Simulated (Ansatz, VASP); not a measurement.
**Two plane-wave programs on CO2**

File INCAR:

```
PREC     = Accurate       # precision mode
ENCUT    = 600            # plane-wave cutoff, eV
EDIFF    = 1E-6           # SCF threshold, eV
ISMEAR   = 0              # smearing method
SIGMA    = 0.02           # smearing width, eV
LREAL    = F              # projectors in reciprocal space
LASPH    = T              # aspherical terms in the spheres
NELM     = 100            # most SCF steps
ALGO     = Normal         # electronic algorithm
ISIF     = 3              # what is computed and relaxed
LWAVE    = F              # write WAVECAR
LCHARG   = F              # write CHGCAR
GGA      = PE             # functional
IVDW     = 12             # dispersion correction
IBRION   = 2              # ionic algorithm
NSW      = 100            # ionic steps
EDIFFG   = -0.002         # ionic threshold
```

The input KPOINTS:

```
regular mesh
0
Gamma
  4 4 4
```

Contents of POSCAR:

```
CO2
1.0
    5.6711123380      0.0000000000      0.0000000000
    0.0000000000      5.6711123380      0.0000000000
    0.0000000000      0.0000000000      5.6711123380
C O
4 8
Direct
    0.0000000000      0.0000000000      0.0000000000
    0.5000000000      0.0000000000      0.5000000000
    0.5000000000      0.5000000000      0.0000000000
    0.0000000000      0.5000000000      0.5000000000
    0.1190348169      0.1190348169      0.1190348169
    0.3809651831      0.8809651831      0.6190348169
    0.6190348169      0.3809651831      0.8809651831
    0.8809651831      0.6190348169      0.3809651831
    0.8809651831      0.8809651831      0.8809651831
    0.6190348169      0.1190348169      0.3809651831
    0.3809651831      0.6190348169      0.1190348169
    0.1190348169      0.3809651831      0.6190348169
```

Input for Ansatz:

```yaml
crystal:
  lattice:
    - [5.671112338, 0.0, 0.0]
    - [0.0, 5.671112338, 0.0]
    - [0.0, 0.0, 5.671112338]
  atoms:
    - { symbol: C, position: [0.0, 0.0, 0.0] }
    - { symbol: C, position: [0.5, 0.0, 0.5] }
    - { symbol: C, position: [0.5, 0.5, 0.0] }
    - { symbol: C, position: [0.0, 0.5, 0.5] }
    - { symbol: O, position: [0.1190348169, 0.1190348169, 0.1190348169] }
    - { symbol: O, position: [0.3809651831, 0.8809651831, 0.6190348169] }
    - { symbol: O, position: [0.6190348169, 0.3809651831, 0.8809651831] }
    - { symbol: O, position: [0.8809651831, 0.6190348169, 0.3809651831] }
    - { symbol: O, position: [0.8809651831, 0.8809651831, 0.8809651831] }
    - { symbol: O, position: [0.6190348169, 0.1190348169, 0.3809651831] }
    - { symbol: O, position: [0.3809651831, 0.6190348169, 0.1190348169] }
    - { symbol: O, position: [0.1190348169, 0.3809651831, 0.6190348169] }
basis:
  ecutwfc: 420
kpoints:
  mp_grid: { grid: [4, 4, 4] }
hamiltonian:
  xc: pbe
  dispersion: d3bj
  pseudopotentials: { kind: paw }
scf:
  occupations: { method: gaussian, width: 0.02 }
output:
  forces: true
  stress: true
  eigenvalues: true
relax:
  adjacent_minimum: "off"
  f_tol: 0.002
  max_steps: 80
  cell: { stress_tol: 0.02 }
```

Alike in both runs: task relaxation of cell and atoms; functional PBE; dispersion D3(BJ); k mesh 4 × 4 × 4; occupations gaussian, width 0.02 eV; no spin polarisation.

```csv
,VASP,Ansatz
version,VASP 6.6.1,Ansatz 0.2.0
potentials or method,"VASP PAW PBE potentials, release 64 (C, O), cutoff 600 eV","scalar-relativistic, plane waves, PAW"
valence electrons in the cell,64,64
```

Ansatz gave:

| Item | Value |
| --- | --- |
| gap on the k mesh at the Fermi level, each at its own relaxed structure (eV) | 6.74 |
| relaxed volume (Å³/atom) | 15.59 |
| relaxed length of the cell vector where the two differ most in proportion (Å) | 5.719 |

Q: Estimate VASP's values.

A: gap on the k mesh at the Fermi level, each at its own relaxed structure (eV): 6.72; relaxed volume (Å³/atom): 14.78; relaxed length of the cell vector where the two differ most in proportion (Å): 5.618.

One of these differences is far larger than is usual between the two programs; its cause wasn't traced.

Noted on VASP's run: the standard files for N, O and F lose accuracy on very short bonds.
